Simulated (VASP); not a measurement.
Input of a VASP 6.6.1 run:

Contents of INCAR:

```
PREC = Accurate ; ENCUT = 520
EDIFF = 1E-7 ; ISMEAR = 0
SIGMA = 0.05 ; LREAL = F
LASPH = T ; NELM = 60
ALGO = Normal ; ISIF = 2
LWAVE = F ; LCHARG = F
GGA = PE ; NBANDS = 35
```

File KPOINTS:

```
Automatic mesh
0
Gamma
  6 6 8
```

The input POSCAR:

```
SnO2
1.0
    4.8277932898      0.0000000000      0.0000000000
    0.0000000000      4.8278069739      0.0000000000
    0.0000000000      0.0000000000      3.2379014683
Sn O
2 4
Direct
    0.5000000000      0.5000000000      0.5000000000
    0.0000000000      0.0000000000      0.0000000000
    0.2696607915      0.3435373615      0.0000000000
    0.7696607915      0.1564626385      0.5000000000
    0.2303392085      0.8435373615      0.5000000000
    0.7303392085      0.6564626385      0.0000000000
```

Potentials or basis: VASP PAW PBE potentials, release 64 (Sn_d, O).

The run is started by

```sh
$ cat potpaw_PBE.64/Sn_d/POTCAR potpaw_PBE.64/O/POTCAR > POTCAR
$ mpirun -np 1 vasp_std > vasp.out
```

**Question.** What does it give for the band gap on the k mesh?

**Answer.** 1.03 eV, indirect (least direct gap 1.17 eV).

**Question.** Predict the largest force.

**Answer.** 0.319 eV/Å.

Stress tensor (GPa, compression positive):
```
-3.00  0.00  0.00
 0.00 -0.53  0.00
 0.00  0.00 -1.70
```

Caveat: the cell differs from its parent crystal (mode 4 frozen in at -0.252 Å and mode 7 at +0.000 Å (largest displacements)); spin-orbit coupling is left out, which moves the levels of the heavy elements. A k mesh can miss the band edges.
